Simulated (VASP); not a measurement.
# WSe2 (P-6m2) in VASP: single point with PBE+D3(BJ)

Aim: the single point of WSe2 with PBE+D3(BJ).

Program: VASP 6.6.1. These are calculated values, not measurements. Logs are shortened: lines on timing, memory, paths and dates and some standing lists are left out, and cuts for length are marked.

**1. The cell of the first run**

Symmetry: P-6m2, No. 187, hexagonal system. Conventional cell: a = 3.279 Å, b = 3.279 Å, c = 7.006 Å, α = 90.00°, β = 90.00°, γ = 120.00°. W (site symmetry -6m2) has 6 Se at 2.53 Å and 6 W at 3.28 Å within 3.3 Å. Within 3.4 Å of Se (site symmetry 3m) lie 3 W at 2.53 Å and 7 Se at 3.28 to 3.37 Å.

**2. Single point, PBE+D3(BJ)**

Input file INCAR:

```
  PREC = Accurate
  ENCUT = 500
  EDIFF = 1E-6
  ISMEAR = 0
  SIGMA = 0.05
  LREAL = F
  LASPH = T
  NELM = 120
  ALGO = Normal
  ISIF = 2
  LWAVE = F
  LCHARG = F
  GGA = PE
  IVDW = 12
  NBANDS = 35
  GGA_COMPAT = F
```

Input file KPOINTS:

```
regular mesh
0
Gamma
  11 11 2
```

Input file POSCAR:

```
WSe2
1.0
   -3.2789854852      0.0000000000      0.0000000000
   -1.6394927426     -2.8396847288      0.0000000000
    0.0000000000      0.0000000000     14.0112373504
W Se
2 4
Direct
    0.0000000000      0.0000000000      0.0000000000
    0.0000000000      0.0000000000      0.5000000000
    0.3333333333      0.3333333333      0.1202764262
    0.3333333333      0.3333333333      0.6202764262
    0.3333333333      0.3333333333      0.3797235738
    0.3333333333      0.3333333333      0.8797235738
```

Potentials or basis: VASP PAW PBE potentials, release 64 (W_sv, Se).

On the command line:

```sh
$ cat potpaw_PBE.64/W_sv/POTCAR potpaw_PBE.64/Se/POTCAR > POTCAR
$ mpirun -np 1 vasp_std > vasp.out
```

OUTCAR:

```text
PREC = Accurate
   ENCUT = 500
   EDIFF = 1E-6
   ISMEAR = 0
   LREAL = F
   LASPH = T
   NELM = 120
   ISIF = 2
   GGA = PE
   IVDW = 12
 IVDW          = 12

 ion  position               nearest neighbor table
   1  0.000  0.000  0.000-   3 2.53   6 2.53   3 2.53   6 2.53   3 2.53   6 2.53
   2  0.000  0.000  0.500-   4 2.53   5 2.53   4 2.53   5 2.53   4 2.53   5 2.53
   3  0.333  0.333  0.120-   1 2.53   1 2.53   1 2.53
   4  0.333  0.333  0.620-   2 2.53   2 2.53   2 2.53
   5  0.333  0.333  0.380-   2 2.53   2 2.53   2 2.53
   6  0.333  0.333  0.880-   1 2.53   1 2.53   1 2.53

  LATTYP: Found a hexagonal cell.
 ALAT       =     3.2789854852
 C/A-ratio  =     4.2730403699

  Lattice vectors:

 A1 = (   1.6394927426,   2.8396847288,   0.0000000000)
 A2 = (  -3.2789854852,   0.0000000000,   0.0000000000)
 A3 = (   0.0000000000,   0.0000000000,  14.0112373504)

Analysis of symmetry for initial positions (statically):
=====================================================================
 Subroutine PRICEL returns following result:

  LATTYP: Found a hexagonal cell.
 ALAT       =     3.2789854852
 C/A-ratio  =     2.1365201849

  Lattice vectors:

 A1 = (   1.6394927426,   2.8396847288,   0.0000000000)
 A2 = (  -3.2789854852,   0.0000000000,   0.0000000000)
 A3 = (   0.0000000000,   0.0000000000,   7.0056186752)

   2 primitive cells build up your supercell.

 Routine SETGRP: Setting up the symmetry group for a
 hexagonal supercell.

 Subroutine GETGRP returns: Found 12 space group operations
 (whereof 12 operations were pure point group operations)
 out of a pool of 24 trial point group operations.

The static configuration has the point symmetry D_3h.

Analysis of symmetry for dynamics (positions and initial velocities):
=====================================================================
 Subroutine PRICEL returns following result:

  LATTYP: Found a hexagonal cell.
 ALAT       =     3.2789854852
 C/A-ratio  =     2.1365201849

  Lattice vectors:

 A1 = (   1.6394927426,   2.8396847288,   0.0000000000)
 A2 = (  -3.2789854852,   0.0000000000,   0.0000000000)
 A3 = (   0.0000000000,   0.0000000000,   7.0056186752)

   2 primitive cells build up your supercell.

[... 105 lines left out ...]
   LSORBIT =      F    spin-orbit coupling
   LASPH  =      T    aspherical Exc in radial PAW
   ENCUT  =  500.0 eV  36.75 Ry    6.06 a.u.   5.98  5.98 25.55*2*pi/ulx,y,z
   NELM   =    120;   NELMIN=  2; NELMDL= -5     # of ELM steps
   EDIFF  = 0.1E-05   stopping-criterion for ELM
   LREAL  =      F    real-space projection
   EDIFFG = 0.1E-04   stopping-criterion for IOM
   NSW    =      0    number of steps for IOM
   IBRION =     -1    ionic relax: 0-MD 1-quasi-New 2-CG
   NFREE  =      0    steps in history (QN), initial steepest desc. (CG)
   ISIF   =      2    stress and relaxation
   ISYM   =      2    0-nonsym 1-usesym 2-fastsym
   POTIM  = 0.5000    time-step for ionic-motion
   TEBEG  =    0.0;   TEEND  =   0.0 temperature during run
   PSTRESS=    0.0 pullay stress
   NELECT =      52.0000    total number of electrons
   NUPDOWN=      -1.0000    fix difference up-down
   EMIN   =  10.00;   EMAX   =-10.00  energy-range for DOS
   EFERMI =   0.00;   METHOD = LEGACY
   ISMEAR =     0;   SIGMA  =   0.05  broadening in eV -4-tet -1-fermi 0-gaus
   EFERMI_NEDOS =   21; number of points for ismear=-14 and -15
   IALGO  =     38    algorithm
   IMIX   =      4    mixing-type and parameters
     AMIX     =   0.40;   BMIX     =  1.00
     AMIX_MAG =   1.60;   BMIX_MAG =  1.00
  volume/ion in A,a.u.               =      21.74       146.73
  Fermi-wavevector in a.u.,A,eV,Ry     =   1.204797  2.276736 19.749347  1.451536
  Thomas-Fermi vector in A             =   2.340512
   LORBIT       =      0    0 simple, 1 ext, 2 COOP (PROOUT), +10 PAW based schemes
   GGA     = PE    functional components
   LHFCALC =     F    Hartree Fock is set to
   AEXX    =    0.0000 exact exchange contribution
   IVDW    =    12    specifies the selected vdW correction
   LEPSILON=     F    determine dielectric tensor
   LRPA    =     F    only Hartree local field effects (RPA)
 non-spin polarized calculation
 Gauss-broadening in eV      SIGMA  =   0.05
  energy-cutoff  :      500.00
  volume of cell :      130.46
 maximum number of plane-waves:      3350
   NGX = 11   NGY = 11   NGZ = 51

 number of electron      52.0000004 magnetization

 Free energy of the ion-electron system (eV)
  ---------------------------------------------------
  ext. energy  EPLUGINS =         0.00000000
  ---------------------------------------------------
  free energy    TOTEN  =       -43.11161022 eV

  energy without entropy =      -43.11161022  energy(sigma->0) =      -43.11161022

 E-fermi :   5.5577     XC(G=0): -10.2255

 val. band max:        5.3030707363   @ k =   0.0000   0.0000   0.0000
 cond. band min:       6.5469161585   @ k =   0.3636   0.1818   0.0000
 fundamental gap:      1.2438454222
 Fermi energy:         5.5576962866

 k-point     1 :       0.0000    0.0000    0.0000
  band No.  band energies     occupation
      1     -68.7886      2.00000
      2     -68.7886      2.00000
      3     -33.0422      2.00000
      4     -33.0422      2.00000
      5     -32.8986      2.00000
      6     -32.8986      2.00000
[... 901 lines left out ...]
     34       9.2887      0.00000
     35      12.2781      0.00000

 [... further k-points ...]

------------------------ aborting loop because EDIFF is reached ----------------------------------------

 Edisp (eV)   -2.59180

 E8    (eV) :    -1.1556

  FORCE on cell =-STRESS in cart. coord.  units (eV):
  Direction    XX          YY          ZZ          XY          YZ          ZX
  --------------------------------------------------------------------------------------
  -------------------------------------------------------------------------------------
  Total       0.21042     0.21042     0.30886     0.00000    -0.00000     0.00000
  in kB       2.58416     2.58416     3.79304     0.00000    -0.00000     0.00000
  external pressure =        2.99 kB  Pullay stress =        0.00 kB

 VOLUME and BASIS-vectors are now :
 -----------------------------------------------------------------------------
  energy-cutoff  :      500.00
  volume of cell :      130.46
      direct lattice vectors                 reciprocal lattice vectors
    -3.278985485  0.000000000  0.000000000    -0.304972378  0.176075884  0.000000000
    -1.639492743 -2.839684729  0.000000000     0.000000000 -0.352151769  0.000000000
     0.000000000  0.000000000 14.011237350     0.000000000  0.000000000  0.071371284

 POSITION                                       TOTAL-FORCE (eV/Angst)
 -----------------------------------------------------------------------------------
      0.00000      0.00000      0.00000         0.000000      0.000000      0.000000
      0.00000      0.00000      7.00562         0.000000      0.000000      0.000000
     -1.63949     -0.94656      1.68522        -0.000000     -0.000000      0.048128
     -1.63949     -0.94656      8.69084        -0.000000     -0.000000      0.048128
     -1.63949     -0.94656      5.32040        -0.000000     -0.000000     -0.048128
     -1.63949     -0.94656     12.32602         0.000000      0.000000     -0.048128
 -----------------------------------------------------------------------------------
    total drift:                               -0.000000     -0.000000     -0.000000

  FREE ENERGIE OF THE ION-ELECTRON SYSTEM (eV)
  ---------------------------------------------------
  free  energy   TOTEN  =       -45.7034086148 eV

  energy  without entropy=      -45.7034086148  energy(sigma->0) =      -45.70340861
```

It took 1.8 min on 1 thread of AMD EPYC 7R13 (Zen 3), shared host; peak memory 0.27 GiB.

What came out:

```
Free energy                : -45.7034 eV
Pressure                   : 0.3 GPa
Largest force              : 0.048 eV/Å
Band gap on the k mesh     : 1.24 eV
Dispersion energy per atom : -0.432 eV
```

Forces in eV/Å, atoms in the order of the input:
```
W    0.000  0.000  0.000
W    0.000  0.000  0.000
Se   0.000  0.000  0.048
Se   0.000  0.000  0.048
Se   0.000  0.000 -0.048
Se   0.000  0.000 -0.048
```

Stress tensor (GPa, compression positive):
```
0.26 0.00 0.00
0.00 0.26 0.00
0.00 0.00 0.38
```

Caveat: spin-orbit coupling is left out, which moves the levels of the heavy elements.
